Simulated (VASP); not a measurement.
# AlN (P1) in VASP: relaxation of cell and atoms with PBE

Aim: the relaxation of cell and atoms of AlN with PBE.

Everything below comes from runs of VASP 6.6.1. Logs are shortened: lines on timing, memory, paths and dates and some standing lists are left out, and cuts for length are marked.

### Step 1. The cell of the first run

The typed cell holds 4 atoms: a = 3.127 Å, b = 3.126 Å, c = 5.283 Å, α = 74.93°, β = 74.49°, γ = 60.08°.

### Step 2. Relaxation of cell and atoms, PBE

Input file INCAR:

```
SYSTEM = AlN
PREC = Accurate
ENCUT = 600
EDIFF = 1E-6
ISMEAR = 0
SIGMA = 0.1
LREAL = .FALSE.
LASPH = .TRUE.
NELM = 60
ALGO = Normal
ISIF = 3
LWAVE = .FALSE.
LCHARG = .FALSE.
GGA = PE
IBRION = 2
NSW = 80
EDIFFG = -0.025
```

Input file KPOINTS:

```
regular mesh
0
G
  6 6 6
  0 0 0
```

Input file POSCAR:

```
AlN
1.0
   -0.0242683349     -2.2382293035     -2.1828962170
   -2.2443285511     -0.0316665219     -2.1754980300
    2.2042480284      2.1759542198     -4.2792490153
Al N
2 2
Direct
    0.4952302994      0.4687754847      0.5233870373
    0.9438231284      0.0147179680      0.0284031742
    0.9340592786      0.8443855093      0.3554704377
    0.3768872936      0.4221210381      0.8427393509
```

Potentials or basis: VASP PAW PBE potentials, release 64 (Al, N).

Command:

```
$ cat potpaw_PBE.64/Al/POTCAR potpaw_PBE.64/N/POTCAR > POTCAR
$ mpirun -np 1 vasp_std > vasp.out
```

OUTCAR:

```text
SYSTEM = AlN
   PREC = Accurate
   ENCUT = 600
   EDIFF = 1E-6
   ISMEAR = 0
   LREAL = .FALSE.
   LASPH = .TRUE.
   NELM = 60
   ISIF = 3
   GGA = PE
   IBRION = 2
   NSW = 80
   EDIFFG = -0.025

 ion  position               nearest neighbor table
   1  0.495  0.469  0.523-   4 1.61   3 1.87   3 2.01   3 2.11   2 2.97   2 3.02   2 3.13   2 3.14
                             2 3.16   2 3.18
   2  0.944  0.015  0.028-   3 1.67   4 1.94   4 1.99   4 2.19   1 2.97   1 3.02   1 3.13   1 3.14
                             1 3.16   1 3.18
   3  0.934  0.844  0.355-   2 1.67   1 1.87   1 2.01   1 2.11
   4  0.377  0.422  0.843-   1 1.61   2 1.94   2 1.99   2 2.19

  Warning from LATTYP: Got some problem with cell dimensions!
  Tried to take original basis but could not verify dimensions!
  LATTYP: Found a triclinic cell.
 ALAT       =     3.1265468590
 B/A-ratio  =     1.0011423383
 C/A-ratio  =     1.6895834137
 COS(alpha) =     0.0074896955
 COS(beta)  =     0.2674576950
 COS(gamma) =     0.5008005763

  Lattice vectors:

 A1 = (   0.0242683349,   2.2382293035,   2.1828962170)
 A2 = (  -2.2200602162,   2.2065627816,   0.0073981870)
 A3 = (  -2.2042480284,  -2.1759542198,   4.2792490153)

Analysis of symmetry for initial positions (statically):
=====================================================================
 Subroutine PRICEL returns:
 Original cell was already a primitive cell.

 Routine SETGRP: Setting up the symmetry group for a
 triclinic supercell.

 Subroutine GETGRP returns: Found  1 space group operations
 (whereof  1 operations were pure point group operations)
 out of a pool of  2 trial point group operations.

The static configuration has the point symmetry C_1 .

Analysis of symmetry for dynamics (positions and initial velocities):
=====================================================================
 Subroutine PRICEL returns:
 Original cell was already a primitive cell.

 Routine SETGRP: Setting up the symmetry group for a
 triclinic supercell.

 Subroutine GETGRP returns: Found  1 space group operations
 (whereof  1 operations were pure point group operations)
 out of a pool of  2 trial point group operations.

The dynamic configuration has the point symmetry C_1 .

 Subroutine INISYM returns: Found  1 space group operations
 (whereof  1 operations are pure point group operations),
 and found     1 'primitive' translations

[... 127 lines left out ...]
   LEPSILON=     F    determine dielectric tensor
   LRPA    =     F    only Hartree local field effects (RPA)
 conjugate gradient relaxation of ions
 non-spin polarized calculation
 Gauss-broadening in eV      SIGMA  =   0.10
  energy-cutoff  :      600.00
  volume of cell :       42.62
 maximum number of plane-waves:      1435
 NGX is ok and might be reduce to    28
   NGX = 13   NGY = 13   NGZ = 21

--------------------------------------- Ionic step        1  -------------------------------------------

 number of electron      15.9999999 magnetization

 Free energy of the ion-electron system (eV)
  ---------------------------------------------------
  ext. energy  EPLUGINS =         0.00000000
  ---------------------------------------------------
  free energy    TOTEN  =       -27.90652882 eV

  energy without entropy =      -27.90652882  energy(sigma->0) =      -27.90652882

------------------------ aborting loop because EDIFF is reached ----------------------------------------

  FORCE on cell =-STRESS in cart. coord.  units (eV):
  Direction    XX          YY          ZZ          XY          YZ          ZX
  --------------------------------------------------------------------------------------
  -------------------------------------------------------------------------------------
  Total        3.4374504      2.3019902      6.0453299      4.3883916     -5.6420656     -6.6787624
  in kB      129.2245730     86.5390544    227.2629680    164.9734445   -212.1029941   -251.0756890
  external PRESSURE =     147.6755318 kB  Pullay stress =       0.0000000 kB
[... 95 lines left out ...]
  FREE ENERGIE OF THE ION-ELECTRON SYSTEM (eV)
  ---------------------------------------------------
  free  energy   TOTEN  =       -28.1046443506 eV

  energy  without entropy=      -28.1046443506  energy(sigma->0) =      -28.10464435

[... ionic steps 4 to 20 ...]

--------------------------------------- Ionic step       21  -------------------------------------------

 number of electron      16.0000001 magnetization

------------------------ aborting loop because EDIFF is reached ----------------------------------------
[... 71 lines left out ...]
--------------------------------------- Ionic step       23  -------------------------------------------

 number of electron      16.0000001 magnetization

 Free energy of the ion-electron system (eV)
  ---------------------------------------------------
  ext. energy  EPLUGINS =         0.00000000
  ---------------------------------------------------
  free energy    TOTEN  =       -29.69611312 eV

  energy without entropy =      -29.69611312  energy(sigma->0) =      -29.69611312

 E-fermi :   6.1817     XC(G=0): -10.8376

 val. band max:        5.7682390928   @ k =   0.0000   0.0000   0.0000
 cond. band min:       9.0661288067   @ k =   0.0000   0.5000   0.5000
 fundamental gap:      3.2978897139
 Fermi energy:         6.1817079185

 k-point     1 :       0.0000    0.0000    0.0000
  band No.  band energies     occupation
      1      -9.0905      2.00000
      2      -7.1070      2.00000
      3       0.0019      2.00000
      4       5.2816      2.00000
      5       5.2919      2.00000
      6       5.7614      2.00000
      7       5.7635      2.00000
      8       5.7682      2.00000
      9       9.7659      0.00000
     10      12.9437      0.00000
     11      15.4785      0.00000
     12      16.7610      0.00000
[... 331 lines left out ...]
 k-point    24 :       0.5000    0.0000    0.1667
  band No.  band energies     occupation
      1      -6.9870      2.00000
      2      -6.6837      2.00000
      3       0.5465      2.00000
      4       1.2721      2.00000
      5       3.2759      2.00000
      6       4.2083      2.00000
      7       4.2899      2.00000
      8       4.9181      2.00000
      9      10.4128      0.00000
     10      12.8422      0.00000
     11      14.7535      0.00000
     12      15.2497      0.00000

 [... further k-points ...]
[... 5 lines left out ...]
  --------------------------------------------------------------------------------------
  -------------------------------------------------------------------------------------
  Total        0.0262367     -0.0084184     -0.0231771      0.0196109      0.0049436      0.0243771
  in kB        0.9867740     -0.3166189     -0.8716991      0.7375747      0.1859306      0.9168342
  external PRESSURE =      -0.0671813 kB  Pullay stress =       0.0000000 kB
[... 19 lines left out ...]
  FREE ENERGIE OF THE ION-ELECTRON SYSTEM (eV)
  ---------------------------------------------------
  free  energy   TOTEN  =       -29.6961131160 eV

  energy  without entropy=      -29.6961131160  energy(sigma->0) =      -29.69611312

 reached required accuracy - stopping structural energy minimisation
```

CONTCAR:

```text
AlN
   1.00000000000000
    -0.0002127679113004   -2.2013405314696226   -2.2005276727232572
    -2.1989127821787626   -0.0004060502900607   -2.2002729792738034
     2.1965644131510111    2.1981874158537424   -4.4058193768836986
  Al              N
     2     2
Direct
     0.5004241570701925    0.4996141807158082    0.4999639419861251
     0.9996607235886830    0.0003287989862534    0.0000060974824398
     0.8754105513200493    0.8747132283032191    0.3750230379943034
     0.3745045680210751    0.3753437920947139    0.8750069226371261

  0.00000000E+00  0.00000000E+00  0.00000000E+00
  0.00000000E+00  0.00000000E+00  0.00000000E+00
  0.00000000E+00  0.00000000E+00  0.00000000E+00
  0.00000000E+00  0.00000000E+00  0.00000000E+00
```

It took 13 min on 1 thread of Intel Xeon 6975P-C, shared host; peak memory 0.22 GiB.

What came out:

- Free energy: -29.6961 eV
- Relaxed volume: 10.65 Å³/atom
- Relaxed cell: a = 3.113 Å, b = 3.111 Å, c = 5.391 Å, α = 73.14°, β = 73.18°, γ = 59.99°
- Space group after relaxing (to 0.05 Å): F-43m (No. 216)
- Energy gained by relaxing: 447.4 meV/atom
- Ionic steps: 23
- Pressure after relaxing: 0.0 GPa
- Largest force after relaxing: 0.014 eV/Å
- Band gap on the k mesh: 3.30 eV, indirect (least direct gap 3.77 eV)

Forces in eV/Å, atoms in the order of the input:
```
Al  -0.003  0.009 -0.002
Al   0.002  0.002  0.009
N   -0.001  0.000  0.002
N    0.003 -0.011 -0.009
```

The path:
```tsv
step	energy change (eV)	largest force (eV/Å)	pressure (GPa)	volume (Å³)
1	0.0000	8.5165	14.77	42.62
2	-0.0112	2.6633	8.48	48.35
3	-0.1981	2.6138	5.26	47.73
4	-0.4266	2.5380	1.85	47.07
5	-1.2465	2.1646	-5.48	44.89
6	-1.3881	2.0128	-3.06	43.77
7	-1.3991	2.0388	-4.48	44.09
8	-1.4017	2.0244	-4.13	43.99
9	-1.6796	0.8463	-0.72	42.80
10	-1.6863	0.8080	-1.66	42.96
11	-1.7431	0.4729	1.77	42.20
12	-1.7437	0.4181	1.41	42.27
13	-1.7652	0.2956	0.14	42.55
14	-1.7653	0.3149	0.04	42.57
15	-1.7762	0.2385	-0.48	42.69
16	-1.7784	0.3224	-0.80	42.77
17	-1.7863	0.1495	-0.09	42.62
18	-1.7874	0.1702	0.29	42.54
19	-1.7891	0.0671	0.08	42.58
20	-1.7891	0.0586	0.11	42.57
21	-1.7895	0.0266	-0.09	42.62
22	-1.7895	0.0281	-0.09	42.62
23	-1.7896	0.0138	-0.01	42.60
```

Final structure:
```cif
data_structure
_symmetry_space_group_name_H-M 'P 1'
_symmetry_Int_Tables_number 1
_cell_length_a 3.1126
_cell_length_b 3.1107
_cell_length_c 5.3915
_cell_angle_alpha 73.144
_cell_angle_beta 73.181
_cell_angle_gamma 59.987
_cell_volume 42.60
loop_
_atom_site_label
_atom_site_type_symbol
_atom_site_fract_x
_atom_site_fract_y
_atom_site_fract_z
_atom_site_occupancy
Al1 Al 0.50042 0.49961 0.49996 1
Al2 Al 0.99966 0.00033 0.00001 1
N1 N 0.87541 0.87471 0.37502 1
N2 N 0.37450 0.37534 0.87501 1
```

A k mesh can miss the band edges. Expect the measured gap to be larger: semilocal functionals such as PBE lack the derivative discontinuity.
